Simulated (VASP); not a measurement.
# TiTe2 (1T) (P-3m1) in VASP: vibrations by perturbation theory with PBEsol

Aim: the vibrations by perturbation theory of TiTe2 (1T) with PBEsol.

All numbers are computed with VASP 6.6.1; they aren't measurements. Logs are shortened: lines on timing, memory, paths and dates and some standing lists are left out, and cuts for length are marked.

### Step 1. The cell of the first run

It takes space group P-3m1 (No. 164, trigonal). The conventional cell has a = 3.614 Å, b = 3.614 Å, c = 6.217 Å, α = 90.00°, β = 90.00°, γ = 120.00°. Ti (site symmetry -3m) has 6 Te at 2.71 Å within 3.6 Å. Te (site symmetry 3m) has 3 Ti at 2.71 Å and 3 Te at 3.46 Å within 3.6 Å.

### Step 2. Vibrations by perturbation theory, PBEsol

The input, INCAR:

```
SYSTEM = TiTe2
  PREC = Accurate
  ENCUT = 520
  EDIFF = 1E-8
  ISMEAR = 0
  SIGMA = 0.03
  LREAL = .FALSE.
  LASPH = .TRUE.
  NELM = 100
  ALGO = Normal
  ISIF = 2
  LWAVE = .FALSE.
  LCHARG = .FALSE.
  GGA = PS
  NBANDS = 19
  IBRION = 8
  NSW = 1
```

The input, KPOINTS:

```
Automatic mesh
0
G
  12 12 8
  0 0 0
```

The input, POSCAR:

```
TiTe2
1.0
    3.6142595309      0.0000000000      0.0000000000
   -1.8071297655      3.1300405696      0.0000000000
    0.0000000000      0.0000000000      6.2173018757
Ti Te
1 2
Direct
    0.0000000000      0.0000000000      0.0000000000
    0.3333333333      0.6666666667      0.2781225529
    0.6666666667      0.3333333333      0.7218774471
```

Potentials or basis: VASP PAW PBE potentials, release 64 (Ti_sv, Te).

Command:

```sh
> cat potpaw_PBE.64/Ti_sv/POTCAR potpaw_PBE.64/Te/POTCAR > POTCAR
> mpirun -np 1 vasp_std > vasp.out
```

OUTCAR:

```text
SYSTEM = TiTe2
   PREC = Accurate
   ENCUT = 520
   EDIFF = 1E-8
   ISMEAR = 0
   LREAL = .FALSE.
   LASPH = .TRUE.
   NELM = 100
   ISIF = 2
   GGA = PS
   IBRION = 8
   NSW = 1

 ion  position               nearest neighbor table
   1  0.000  0.000  0.000-   2 2.71   3 2.71   2 2.71   3 2.71   3 2.71   2 2.71
   2  0.333  0.667  0.278-   1 2.71   1 2.71   1 2.71   3 3.46   3 3.46   3 3.46
   3  0.667  0.333  0.722-   1 2.71   1 2.71   1 2.71   2 3.46   2 3.46   2 3.46

  LATTYP: Found a hexagonal cell.
 ALAT       =     3.6142595309
 C/A-ratio  =     1.7202145619

  Lattice vectors:

 A1 = (   3.6142595309,   0.0000000000,   0.0000000000)
 A2 = (  -1.8071297655,   3.1300405696,   0.0000000000)
 A3 = (   0.0000000000,   0.0000000000,   6.2173018757)

Analysis of symmetry for initial positions (statically):
=====================================================================
 Subroutine PRICEL returns:
 Original cell was already a primitive cell.

 Routine SETGRP: Setting up the symmetry group for a
 hexagonal supercell.

 Subroutine GETGRP returns: Found 12 space group operations
 (whereof 12 operations were pure point group operations)
 out of a pool of 24 trial point group operations.

The static configuration has the point symmetry D_3d.

Analysis of symmetry for dynamics (positions and initial velocities):
=====================================================================
 Subroutine PRICEL returns:
 Original cell was already a primitive cell.

 Routine SETGRP: Setting up the symmetry group for a
 hexagonal supercell.

 Subroutine GETGRP returns: Found 12 space group operations
 (whereof 12 operations were pure point group operations)
 out of a pool of 24 trial point group operations.

The dynamic configuration has the point symmetry D_3d.

 Subroutine INISYM returns: Found 12 space group operations
 (whereof 12 operations are pure point group operations),
 and found     1 'primitive' translations

[... 705 lines left out ...]
      0.00000      0.00000      0.00000         0.000000      0.000000      0.000000
     -0.00000      2.08669      1.72917         0.000000      0.000000      0.019463
      1.80713      1.04335      4.48813        -0.000000     -0.000000     -0.019463
 -----------------------------------------------------------------------------------
    total drift:                               -0.000000      0.000000      0.000000

  FREE ENERGIE OF THE ION-ELECTRON SYSTEM (eV)
  ---------------------------------------------------
  free  energy   TOTEN  =       -17.4750194998 eV

  energy  without entropy=      -17.4746556909  energy(sigma->0) =      -17.47483760

[... ionic steps 2 to 3 ...]

--------------------------------------- Ionic step        4  -------------------------------------------

------------------------ aborting loop because EDIFF is reached ----------------------------------------
[... 11 lines left out ...]
[... ionic steps 8 to 8 ...]

--------------------------------------- Ionic step        9  -------------------------------------------

 Free energy of the ion-electron system (eV)
  ---------------------------------------------------
  ---------------------------------------------------
  free energy    TOTEN  =        -0.06418800 eV

  energy without entropy =       -0.06418760

------------------------ aborting loop because EDIFF is reached ----------------------------------------

 INTERNAL STRAIN TENSOR  FOR ION    2  DIRECTION 3   (eV/Angst):
 -----------------------------------------------------------------------------
    -6.38025  0.00000 -0.00000
     0.00000 -6.38025  0.00000
    -0.00000  0.00000-12.37750

 INTERNAL STRAIN TENSOR FOR ION    3 for displacements in x,y,z  (eV/Angst):
          X           Y           Z          XY          YZ          ZX
  --------------------------------------------------------------------------------
  x     0.00000    -0.00000    -0.00000    -2.08760    -0.00000     5.92159
  y    -2.08760     2.08760     0.00000    -0.00000     6.99945    -0.00000
  z     6.38025     6.38025    12.37750    -0.00000     0.00000     0.00000

 SECOND DERIVATIVES (NOT SYMMETRIZED)
 ------------------------------------
               1X          1Y          1Z          2X          2Y          2Z          3X          3Y          3Z
  1X    -6.208997    0.000000    0.000000    3.104499   -0.000000    0.000000    3.104499   -0.000000    0.000000
  1Y     0.000000   -6.208997    0.000000   -0.000000    3.104499    0.000000   -0.000000    3.104499    0.000000
  1Z     0.000000   -0.000000  -13.763539   -0.000000    0.000000    6.881770   -0.000000    0.000000    6.881770
  2X     3.100476   -0.000000    0.000000   -4.318514    0.000000   -0.000000    1.218038   -0.000000    0.000000
  2Y    -0.000000    3.100476   -0.000000    0.000000   -4.318514    0.000000   -0.000000    1.218038    0.000000
  2Z     0.000000    0.000000    6.886607   -0.000000    0.000000   -9.545091    0.000000    0.000000    2.658484
  3X     3.100476   -0.000000    0.000000    1.218038   -0.000000    0.000000   -4.318514    0.000000   -0.000000
  3Y    -0.000000    3.100476   -0.000000   -0.000000    1.218038    0.000000    0.000000   -4.318514    0.000000
  3Z     0.000000    0.000000    6.886607    0.000000    0.000000    2.658484   -0.000000    0.000000   -9.545091

 Eigenvectors and eigenvalues of the dynamical matrix
 ----------------------------------------------------

   1 f  =    9.134844 THz    57.395918 2PiTHz  304.705602 cm-1    37.778663 meV
             X         Y         Z           dx          dy          dz
      0.000000  0.000000  0.000000    -0.000000    0.000000    0.917567
     -0.000000  2.086694  1.729172    -0.000000    0.000000   -0.281133
      1.807130  1.043347  4.488130     0.000000   -0.000000   -0.281133
[... 43 lines left out ...]
   9 f/i=    0.001450 THz     0.009110 2PiTHz    0.048363 cm-1     0.005996 meV
             X         Y         Z           dx          dy          dz
      0.000000  0.000000  0.000000     0.387744   -0.086371    0.000000
     -0.000000  2.086694  1.729172     0.633396   -0.141090    0.000000
      1.807130  1.043347  4.488130     0.633396   -0.141090    0.000000

--------------------------------------------------------------------------------------------------------

 ELASTIC MODULI CONTR FROM IONIC RELAXATION (kBar)
 Direction    XX          YY          ZZ          XY          YZ          ZX
 --------------------------------------------------------------------------------
 XX        -187.8311   -116.1088   -294.8174      0.0000    120.2379     -0.0000
 YY        -116.1088   -187.8311   -294.8174      0.0000   -120.2379      0.0000
 ZZ        -294.8174   -294.8174   -571.9371      0.0000      0.0000     -0.0000
 XY           0.0000      0.0000      0.0000    -35.8611      0.0000    101.7220
 YZ         120.2379   -120.2379      0.0000      0.0000   -403.1422      0.0000
 ZX          -0.0000      0.0000     -0.0000    101.7220      0.0000   -288.5400
 --------------------------------------------------------------------------------
```

stdout:

```text
POSCAR found type information on POSCAR TiTe
 POSCAR found :  2 types and       3 ions
 scaLAPACK will be used
 -----------------------------------------------------------------------------
|                                                                             |
|                                                                             |
|     You enforced a specific xc type in the INCAR file but a different       |
|     I HOPE YOU KNOW WHAT YOU ARE DOING!                                     |
|                                                                             |
 -----------------------------------------------------------------------------

 LDA part: xc-table for (Slater+PW92), standard interpolation
 POSCAR, INCAR and KPOINTS ok, starting setup
 FFT: planning ... GRIDC
 FFT: planning ... GRID_SOFT
 FFT: planning ... GRID
 WAVECAR not read
 entering main loop
 Linear response reoptimize wavefunctions to high precision
 Linear response DOF=           4
 Linear response progress:
 first order change of Fermi-energy  -0.63972E-03
 force on displaced ion       1 direction 1 :  -6.209   0.000   0.000
 Linear response progress:
 first order change of Fermi-energy   0.25786E-02
 force on displaced ion       1 direction 3 :   0.000  -0.000 -13.764
 Linear response progress:
 first order change of Fermi-energy   0.42224E-04
 force on displaced ion       2 direction 1 :  -4.319   0.001   0.000
 Linear response progress:
 first order change of Fermi-energy   0.23647E+00
 force on displaced ion       2 direction 3 :   0.000  -0.000  -9.545
 Linear response finished
```

Run time: 62 min. Hardware: 1 thread of Intel Xeon Platinum 8259CL at 2.50GHz (Skylake/Cascade Lake), shared host; peak memory 1.5 GiB.

Results:

```
Highest phonon frequency at Γ, LO-TO splitting left out : 305 cm⁻¹
```

Phonon frequencies in cm⁻¹ (negative: imaginary):
| q point | frequencies |
| --- | --- |
| (0.000, 0.000, 0.000) | 0 0 0 109 109 161 205 205 305 |

Caveat: the cell wasn't relaxed at this level first, which shifts response properties; spin-orbit coupling is left out, which moves the levels of the heavy elements.
